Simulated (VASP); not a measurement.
In3Sb, 4 atoms in the cell. The structure is cubic, space group Pm-3m (No. 221). Conventional cell: a = 4.790 Å, b = 4.790 Å, c = 4.790 Å, α = 90.00°, β = 90.00°, γ = 90.00°. In (site symmetry 4/mmm) has 8 In at 3.39 Å and 4 Sb at 3.39 Å within 4.5 Å. Sb (site symmetry m-3m) has 12 In at 3.39 Å within 4.5 Å.  This cell differs from its parent crystal: volume scaled by 1.10.

| Property | Result |
| --- | --- |
| Program | VASP 6.6.1 |
| Task | single point |
| Functional | PBEsol |
| Dispersion | D3(BJ) |
| Potentials or basis | VASP PAW PBE potentials, release 64 (In_d, Sb) |
| Cutoff | 520 eV |
| k mesh | 10 × 10 × 10 |
| Occupations | gaussian, width 0.1 eV |
| Spin | no spin polarisation |
| Dipole correction | no |
| Further INCAR settings | ALGO = Fast; EDIFF = 1e-07; NBANDS = 30 |

Potentials or basis: VASP PAW PBE potentials, release 64 (In_d, Sb).

Launch:

```console
$ cat potpaw_PBE.64/In_d/POTCAR potpaw_PBE.64/Sb/POTCAR > POTCAR
$ mpirun -np 1 vasp_std > vasp.out
```

Hardware: 1 thread of Intel(R) Xeon(R) Platinum 8488C (Sapphire Rapids) (shared host).

Estimate the wall time of this run.

Run time: 2.5 min on 1 thread of Intel(R) Xeon(R) Platinum 8488C (Sapphire Rapids), with other jobs on the host, peak memory 0.32 GiB. Counts: scf iterations 18, k points 56.
